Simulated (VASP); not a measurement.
# Si (a cell with a defect) in VASP: single point with PBE

Aim: the single point of Si (a cell with a defect) with PBE.

Everything below comes from runs of VASP 6.6.1. Logs are shortened: lines on timing, memory, paths and dates and some standing lists are left out, and cuts for length are marked.

## 1. The cell of the first run

The cell holds a defect, 63 atoms: a = 10.860 Å, b = 10.860 Å, c = 10.860 Å, α = 90.00°, β = 90.00°, γ = 90.00°.

## 2. Single point, PBE, collinear spin, zero start

The input, INCAR:

```
ALGO = Normal
EDIFF = 1E-6
ENCUT = 520
GGA = PE
ISIF = 2
ISMEAR = -1
ISPIN = 2
LASPH = True
LCHARG = False
LORBIT = 11
LREAL = Auto
LWAVE = False
MAGMOM = 0 0 0 0 0 0 0 0 0 0 0 0 0 0 0 0 0 0 0 0 0 0 0 0 0 0 0 0 0 0 0 0 0 0 0 0 0 0 0 0 0 0 0 0 0 0 0 0 0 0 0 0 0 0 0 0 0 0 0 0 0 0 0
NBANDS = 167
NELECT = 251.0
NELM = 150
PREC = Accurate
SIGMA = 0.05
```

The input, KPOINTS:

```
k-points
0
Gamma
  1 1 1
```

The input, POSCAR:

```
Si
1.0
   10.8600000000      0.0000000000      0.0000000000
    0.0000000000     10.8600000000      0.0000000000
    0.0000000000      0.0000000000     10.8600000000
Si
63
Direct
    0.4994802947      0.0006039595      0.0000289134
    0.6222834254      0.1265934622      0.1260171271
    0.7490880295      0.2486057090      0.0001388582
    0.8745433702      0.3763034991      0.1253874770
    0.7490949355      0.0007180479      0.2480242173
    0.8745482505      0.1259697053      0.3757257827
   -0.0006958564      0.0012126151      0.0006375691
    0.1228015654      0.1309547882      0.1303722836
    0.2478770718      0.2522086556      0.0022790055
    0.3691387661      0.3772844383      0.1303641805
    0.4988796501      0.5007835175      0.0006312155
    0.6248470534      0.6262833333      0.1241535912
    0.7505150092      0.7495724678     -0.0024282689
    0.8738034991      0.8752398711      0.1241540516
    0.2478695212      0.0028656538      0.2516383978
    0.3690945672      0.1309885820      0.3767113260
    0.4972179558      0.2522121547      0.2516367403
    0.6247208103      0.3755554328      0.3749833333
    0.7495083794      0.5005787293      0.2495030387
    0.8861842541      0.6138959484      0.3728493554
    0.4988539595      0.0012321363      0.5001961326
    0.6248398711      0.1247262431      0.6257026703
    0.7495052486      0.2500705341      0.5000049724
    0.8861701657      0.3734106814      0.6133419890
    0.7505092081     -0.0018533149      0.7489949355
    0.8737930939      0.1247232965      0.8746727440
   -0.0002428177      0.5003258748     -0.0003858195
    0.1237795580      0.6255416206      0.1253858195
    0.2514797422      0.7509984346      0.0001378453
    0.3734905157      0.8778018416      0.1260187845
   -0.0011674033      0.2587649171      0.2581813076
    0.2413326888      0.5012553407      0.2581653775
    0.3741146409      0.6255337017      0.3757267956
    0.4993668508      0.7509899632      0.2480252302
    0.6267166667      0.8733686004      0.3749481584
   -0.0002415285      0.0001954880      0.4997511971
    0.1237767035      0.1259736648      0.6249651934
    0.2412500921      0.2588319521      0.5006651013
    0.3741105893      0.3763050645      0.6249647330
    0.4998898711      0.5003222836      0.4997511050
    0.6273948435      0.6240569982      0.6234738490
    0.7563030387      0.7437824125      0.4979787293
    0.8760264273      0.8726909761      0.6234755064
    0.2514833333      0.0007184162      0.7504083794
    0.3734951197      0.1265892265      0.8772185083
    0.4993675875      0.2486008287      0.7504094843
    0.6267253223      0.3755309392      0.8727752302
    0.7563049724      0.4985638122      0.7431997238
    0.8760290055      0.6240558932      0.8721116022
   -0.0004972376      0.7505733886      0.2495046961
    0.1245244936      0.8753625230      0.3749843462
    0.0311770718      0.4689005525      0.4683842541
    0.1266720074      0.6139120626      0.6133422652
    0.2500105893      0.7505774401      0.5000040516
    0.3753574586      0.8752453959      0.6257004604
   -0.0005046961      0.2500668508      0.7500139963
    0.1245254144      0.3755570902      0.8747868324
    0.2500151934      0.5005856354      0.7500122468
    0.3753595764      0.6262899632      0.8746698895
    0.5019371087      0.7495746777      0.7489923573
    0.6247276243      0.8753550645      0.8747805709
    0.0015207182      0.7437833333      0.7432024862
    0.1245538674      0.8733639963      0.8727781768
```

Potentials or basis: VASP PAW PBE potentials, release 64 (Si).

The run is started by

```console
$ cat potpaw_PBE.64/Si/POTCAR > POTCAR
$ mpirun -np 1 vasp_gam > vasp.out
```

OUTCAR:

```text
EDIFF = 1E-6
   ENCUT = 520
   GGA = PE
   ISIF = 2
   ISMEAR = -1
   ISPIN = 2
   LASPH = True
   LORBIT = 11
   LREAL = Auto
   NELECT = 251.0
   NELM = 150
   PREC = Accurate

 ion  position               nearest neighbor table
   1  0.499  0.001  0.000-  45 2.35   2 2.35  30 2.35  61 2.36
   2  0.622  0.127  0.126-   5 2.35   3 2.35   1 2.35  17 2.36
   3  0.749  0.249  0.000-  26 2.35   2 2.35  47 2.36   4 2.37
   4  0.875  0.376  0.125-  19 2.34  27 2.35  31 2.35   3 2.37
   5  0.749  0.001  0.248-  14 2.35   2 2.35  35 2.36   6 2.37
   6  0.875  0.126  0.376-  23 2.34  36 2.35  31 2.35   5 2.37
[... 43 lines left out ...]
  50  1.000  0.751  0.250-  28 2.34  20 2.35  51 2.35  14 2.36
  51  0.125  0.875  0.375-  15 2.35  36 2.35  50 2.35  54 2.35
  52  0.031  0.469  0.468-  24 2.46  53 2.46  20 2.46
  53  0.127  0.614  0.613-  58 2.35  54 2.35  62 2.41  52 2.46
  54  0.250  0.751  0.500-  33 2.34  53 2.35  51 2.35  55 2.36
  55  0.375  0.875  0.626-  44 2.35  21 2.35  60 2.35  54 2.36
  56  0.999  0.250  0.750-  37 2.34  24 2.35  57 2.35  26 2.36
  57  0.125  0.376  0.875-   9 2.35  27 2.35  58 2.35  56 2.35
  58  0.250  0.501  0.750-  39 2.34  53 2.35  57 2.35  59 2.36
  59  0.375  0.626  0.875-  29 2.35  11 2.35  60 2.35  58 2.36
  60  0.502  0.750  0.749-  61 2.35  59 2.35  55 2.35  41 2.36
  61  0.625  0.875  0.875-  25 2.35  60 2.35  13 2.35   1 2.36
  62  0.002  0.744  0.743-  49 2.35  43 2.35  63 2.40  53 2.41
  63  0.125  0.873  0.873-  29 2.36  44 2.36   7 2.39  62 2.40

  LATTYP: Found a simple cubic cell.
 ALAT       =    10.8600000000

  Lattice vectors:

 A1 = (  10.8600000000,   0.0000000000,   0.0000000000)
 A2 = (   0.0000000000,  10.8600000000,   0.0000000000)
 A3 = (   0.0000000000,   0.0000000000,  10.8600000000)

Analysis of symmetry for initial positions (statically):
=====================================================================
 Subroutine PRICEL returns:
 Original cell was already a primitive cell.

 Routine SETGRP: Setting up the symmetry group for a
 simple cubic supercell.

 Subroutine GETGRP returns: Found  1 space group operations
 (whereof  1 operations were pure point group operations)
 out of a pool of 48 trial point group operations.

The static configuration has the point symmetry C_1 .

Analysis of symmetry for dynamics (positions and initial velocities):
=====================================================================
 Subroutine PRICEL returns:
 Original cell was already a primitive cell.

 Routine SETGRP: Setting up the symmetry group for a
[... 261 lines left out ...]
  ---------------------------------------------------
  ext. energy  EPLUGINS =         0.00000000
  ---------------------------------------------------
  free energy    TOTEN  =      -338.14251701 eV

  energy without entropy =     -338.00906308  energy(sigma->0) =     -338.07579004

 E-fermi :   6.1642     XC(G=0):  -9.3270

 val. band max:        5.4411580297   @ k =   0.0000   0.0000   0.0000
 cond. band min:       6.2273032587   @ k =   0.0000   0.0000   0.0000
 fundamental gap:      0.7861452290
 Fermi energy:         6.1641620744

 spin component 1

 k-point     1 :       0.0000    0.0000    0.0000
  band No.  band energies     occupation
      1      -6.1734      1.00000
      2      -5.1283      1.00000
      3      -5.1282      1.00000
      4      -5.1064      1.00000
      5      -5.1064      1.00000
      6      -5.0931      1.00000
[... 129 lines left out ...]
    136       6.8943      0.00000
    137       6.9377      0.00000
 Fermi energy:         6.1641620744

 spin component 2

 k-point     1 :       0.0000    0.0000    0.0000
  band No.  band energies     occupation
      1      -6.1735      1.00000
      2      -5.1285      1.00000
      3      -5.1284      1.00000
      4      -5.1066      1.00000
      5      -5.1066      1.00000
      6      -5.0932      1.00000
[... 129 lines left out ...]
    136       6.8942      0.00000
    137       6.9375      0.00000
 [bands above 137 left out]

------------------------ aborting loop because EDIFF is reached ----------------------------------------

  FORCE on cell =-STRESS in cart. coord.  units (eV):
  Direction    XX          YY          ZZ          XY          YZ          ZX
  --------------------------------------------------------------------------------------
  -------------------------------------------------------------------------------------
  Total        1.8797620      1.8777023      1.8829131      2.7923981     -2.7715260      2.7687193
  in kB        2.3513863      2.3488098      2.3553279      3.4929988     -3.4668900      3.4633792
  external PRESSURE =       2.3518413 kB  Pullay stress =       0.0000000 kB

 VOLUME and BASIS-vectors are now :
 -----------------------------------------------------------------------------
  energy-cutoff  :      520.00
  volume of cell :     1280.82
      direct lattice vectors                 reciprocal lattice vectors
    10.860000000  0.000000000  0.000000000     0.092081031  0.000000000  0.000000000
     0.000000000 10.860000000  0.000000000     0.000000000  0.092081031  0.000000000
     0.000000000  0.000000000 10.860000000     0.000000000  0.000000000  0.092081031

 POSITION                                       TOTAL-FORCE (eV/Angst)
 -----------------------------------------------------------------------------------
      5.42436      0.00656      0.00031        -0.002329      0.003301      0.001873
      6.75800      1.37480      1.36855         0.014664     -0.010784     -0.010206
      8.13510      2.69986      0.00151         0.007936      0.007724     -0.001693
      9.49754      4.08666      1.36171         0.006150      0.001926     -0.007808
      8.13517      0.00780      2.69354         0.007026     -0.001747      0.008506
      9.49759      1.36803      4.08038         0.004889     -0.008167      0.001951
[... 55 lines left out ...]
      0.01651      8.07749      8.07118         0.002246      0.013285      0.014150
      1.35265      9.48473      9.47837         0.000431     -0.004121     -0.002168
 -----------------------------------------------------------------------------------
    total drift:                               -0.017256      0.021568     -0.014708

  FREE ENERGIE OF THE ION-ELECTRON SYSTEM (eV)
  ---------------------------------------------------
  free  energy   TOTEN  =      -338.1425170105 eV

  energy  without entropy=     -338.0090630751  energy(sigma->0) =     -338.07579004

 total charge

# of ion       s       p       d       tot
------------------------------------------
    1        0.740   0.952   0.000   1.692
    2        0.739   0.954   0.000   1.693
    3        0.744   0.941   0.000   1.685
    4        0.742   0.946   0.000   1.688
    5        0.744   0.941   0.000   1.685
    6        0.742   0.946   0.000   1.688
[... 55 lines left out ...]
   62        0.744   0.927   0.000   1.671
   63        0.746   0.924   0.000   1.671
--------------------------------------------------
tot         46.856  59.077   0.000 105.933

 magnetization (x)

# of ion       s       p       d       tot
------------------------------------------
    1        0.000  -0.000   0.000  -0.000
    2        0.000  -0.000   0.000  -0.000
    3       -0.000  -0.000   0.000  -0.000
    4       -0.000  -0.000   0.000  -0.000
    5       -0.000  -0.000   0.000  -0.000
    6       -0.000  -0.000   0.000  -0.000
[... 55 lines left out ...]
   62       -0.000  -0.000   0.000  -0.000
   63       -0.000  -0.000   0.000  -0.000
--------------------------------------------------
tot         -0.001  -0.006   0.000  -0.007
```

Wall time 7.9 min (1 thread of Intel Xeon 6975P-C (Granite Rapids), shared host); peak memory 1.4 GiB.

What came out:

```yaml
Free_energy: -338.1425 eV
Largest_force: 0.396 eV/Å
Net_moment: -0.02 μB per cell
Valence_electrons_inside_the_program's_atomic_spheres: Si 1.69, 1.67, 1.70, 1.66, 1.63, 1.56 (each value once)
```

Forces on the atoms (eV/Å):
```
Si  -0.002  0.003  0.002
Si   0.015 -0.011 -0.010
Si   0.008  0.008 -0.002
Si   0.006  0.002 -0.008
Si   0.007 -0.002  0.009
Si   0.005 -0.008  0.002
Si   0.000 -0.007 -0.005
Si   0.016 -0.036 -0.038
Si   0.006 -0.006 -0.007
Si   0.037 -0.016 -0.038
Si   0.006  0.000 -0.005
Si   0.001 -0.013 -0.009
Si  -0.006  0.006  0.014
Si   0.013  0.000 -0.009
Si   0.007 -0.006 -0.007
Si   0.036 -0.037 -0.015
Si   0.006 -0.007 -0.007
Si   0.006 -0.004  0.000
Si  -0.001  0.002  0.001
Si  -0.031  0.031 -0.005
Si   0.006 -0.007  0.001
Si   0.001 -0.008 -0.016
Si  -0.004  0.002  0.001
Si  -0.031 -0.006  0.032
Si  -0.007  0.013  0.008
Si   0.012 -0.009 -0.001
Si  -0.001  0.002 -0.007
Si  -0.002 -0.006 -0.008
Si  -0.009 -0.008 -0.002
Si   0.011 -0.015 -0.010
Si   0.014 -0.045 -0.046
Si   0.046 -0.014 -0.046
Si   0.009 -0.005  0.002
Si   0.002 -0.007  0.009
Si   0.004 -0.005 -0.001
Si  -0.003 -0.003 -0.003
Si  -0.002 -0.008 -0.007
Si   0.047 -0.047 -0.013
Si   0.009  0.002 -0.007
Si   0.003  0.003 -0.003
Si  -0.007  0.001  0.001
Si  -0.013  0.013 -0.001
Si  -0.001  0.006  0.001
Si  -0.008 -0.003 -0.006
Si   0.011 -0.012 -0.014
Si   0.002  0.009 -0.006
Si   0.004 -0.001 -0.002
Si  -0.013 -0.002  0.014
Si   0.000  0.000  0.007
Si  -0.001  0.002  0.001
Si   0.003 -0.006  0.000
Si  -0.229  0.229  0.229
Si   0.006  0.031  0.032
Si  -0.001  0.004  0.001
Si   0.008 -0.001 -0.015
Si  -0.004  0.002  0.001
Si   0.002 -0.002 -0.004
Si  -0.002  0.004  0.001
Si   0.009 -0.012 -0.001
Si  -0.013  0.007  0.008
Si   0.008 -0.009 -0.003
Si   0.002  0.013  0.014
Si   0.000 -0.004 -0.002
```

Caveat: the k points lie up to 0.58 Å⁻¹ apart; the cell carries a net charge on a neutralising background, which shifts energy and pressure; the cell is charged against a uniform background, so pressure and absolute levels hang on convention.
